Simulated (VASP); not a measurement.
Here is a VASP 6.6.1 calculation.

File INCAR:

```
PREC     = Accurate       # precision mode
ENCUT    = 520            # plane-wave cutoff, eV
EDIFF    = 1E-6           # SCF threshold, eV
ISMEAR   = 0              # smearing method
SIGMA    = 0.1            # smearing width, eV
LREAL    = False          # projectors in reciprocal space
LASPH    = True           # aspherical terms in the spheres
NELM     = 60             # most SCF steps
ALGO     = Normal         # electronic algorithm
ISIF     = 2              # what is computed and relaxed
LWAVE    = False          # write WAVECAR
LCHARG   = True           # write CHGCAR
GGA      = PE             # functional
LELF     = True           # ELF
LVHAR    = True         
NBANDS   = 18             # bands
```

The input KPOINTS:

```
Automatic mesh
0
Gamma
  6 6 4
```

Contents of POSCAR:

```
HfB3
1.0
    2.9821542900      0.0000000000      0.0000000000
   -1.4910771500      2.5826213700      0.0000000000
    0.0000000000      0.0000000000      5.7739685300
Hf B
1 3
Direct
    0.0000000000      0.0000000000      0.5000000000
    0.3333333300      0.6666666700      0.5000000000
    0.6666666700      0.3333333300      0.5000000000
    0.0000000000      0.0000000000      0.0000000000
```

Potentials or basis: VASP PAW PBE potentials, release 64 (Hf_pv, B).

The run is started by

```sh
$ cat potpaw_PBE.64/Hf_pv/POTCAR potpaw_PBE.64/B/POTCAR > POTCAR
$ mpirun -np 1 vasp_std > vasp.out
```

Estimate the pressure.

157.1 GPa.

Stress tensor (GPa, compression positive):
```
242.69   0.00   0.00
  0.00 242.69   0.00
  0.00   0.00 -14.22
```

Caveat: the k points lie up to 0.41 Å⁻¹ apart.
